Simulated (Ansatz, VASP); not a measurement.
**One calculation of SrO, two programs**

The input INCAR:

```
SYSTEM = SrO
PREC     = Accurate       ! precision mode
ENCUT    = 520            ! plane-wave cutoff, eV
EDIFF    = 1E-6           ! SCF threshold, eV
ISMEAR   = 0              ! smearing method
SIGMA    = 0.01           ! smearing width, eV
LREAL    = .False.        ! projectors in reciprocal space
LASPH    = .True.         ! aspherical terms in the spheres
NELM     = 150            ! most SCF steps
ALGO     = Normal         ! electronic algorithm
ISIF     = 2              ! what is computed and relaxed
LWAVE    = .False.        ! write WAVECAR
LCHARG   = .False.        ! write CHGCAR
LNONCOLLINEAR= .True.         ! non-collinear magnetism
MAGMOM   = 0 0 0 0 0 0    ! initial moments
LORBIT   = 11             ! projections on sites
LSORBIT  = .True.         ! spin-orbit coupling
GGA_COMPAT= .False.      
LORBMOM  = .True.       
GGA      = PE             ! functional
NBANDS   = 28             ! bands
```

The input KPOINTS:

```
Automatic mesh
0
Gamma
  8 8 8
  0 0 0
```

POSCAR

```
SrO
1.0
    0.0000000000      2.5798927426      2.5798927426
    2.5798927426      0.0000000000      2.5798927426
    2.5798927426      2.5798927426      0.0000000000
Sr O
1 1
Direct
    0.5000000000      0.5000000000      0.5000000000
    0.0000000000      0.0000000000      0.0000000000
```

Input for Ansatz:

```yaml
crystal:
  lattice:
    - [0.0, 2.5798927426, 2.5798927426]
    - [2.5798927426, 0.0, 2.5798927426]
    - [2.5798927426, 2.5798927426, 0.0]
  atoms:
    - { symbol: Sr, position: [0.5, 0.5, 0.5] }
    - { symbol: O, position: [0.0, 0.0, 0.0] }
kpoints:
  mp_grid: { grid: [8, 8, 8] }
  band_path:
    path:
      - [0.0, 0.0, 0.0]
      - [0.5, 0.0, 0.5]
      - [0.625, 0.25, 0.625]
      - [0.375, 0.375, 0.75]
      - [0.5, 0.5, 0.5]
      - [0.5, 0.25, 0.75]
      - [0.0, 0.5, 0.5]
    npoints: 1
hamiltonian:
  xc: pbe
scf:
  occupations: { method: fixed }
  n_extra_bands: 8
magnetization:
  noncollinear: true
  spin_orbit: true
output:
  forces: true
  stress: true
  eigenvalues: true
  write_density: true
  write_potential: true
  elf: true
  volumetric_format: npy
```

Alike in both runs: task single point; functional PBE; k mesh 8 × 8 × 8; non-collinear spin, spin-orbit coupling.

|  | VASP | Ansatz |
| --- | --- | --- |
| version | VASP 6.6.1 | Ansatz 0.2.0 |
| potentials or method | VASP PAW PBE potentials, release 64 (Sr_sv, O) | plane waves, PAW |
| plane-wave cutoff (eV) | 520 | 420 |
| occupations | gaussian, width 0.01 eV | fixed |
| valence electrons in the cell | 16 | 16 |

```csv
,VASP,Ansatz,Ansatz less VASP
pressure (GPa),2.4,1.8,-0.55
net moment per atom (μB),0.00,0.00,0.000
```
